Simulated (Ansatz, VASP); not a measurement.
## One calculation of Lu3Si, two programs

```xyz
4
Lattice="4.4940 -0.0303 0.0560 -0.0303 4.5834 -0.0851 0.0560 -0.0851 4.5013" Properties=species:S:1:pos:R:3 pbc="T T T"
Lu    4.5015    2.2012    2.2983
Lu    2.2654   -0.0325    2.1764
Lu    2.2809    2.2211    4.4167
Si    0.0343    4.5724   -0.0478
```

Alike in both runs: task single point; functional r2SCAN; k mesh 4 × 4 × 4; no spin polarisation.

|  | VASP | Ansatz |
| --- | --- | --- |
| version | VASP 6.6.1 | Ansatz 0.2.0 |
| potentials or method | VASP PAW PBE potentials, release 64 (Lu, Si), cutoff 520 eV | plane waves, PAW |
| occupations | methfessel-paxton of order 1, width 0.1 eV | cold, width 0.1 eV |
| valence electrons in the cell | 79 | 79 |

|  | VASP | Ansatz | Ansatz less VASP |
| --- | --- | --- | --- |
| pressure (GPa) | -0.5 | -0.9 | -0.37 |
| traceless stress, the component that is largest in VASP (GPa) | 1.60 | 1.57 | -0.033 |
| rms of the force components (eV/Å) | 0.233 | 0.236 | +0.0028 |

VASP's potentials were made for PBE, not for r2SCAN. Atom by atom the forces differ by 0.009 eV/Å (rms over components). Ansatz's warnings: stress scf threshold loose.

Neither program's run includes spin-orbit coupling.
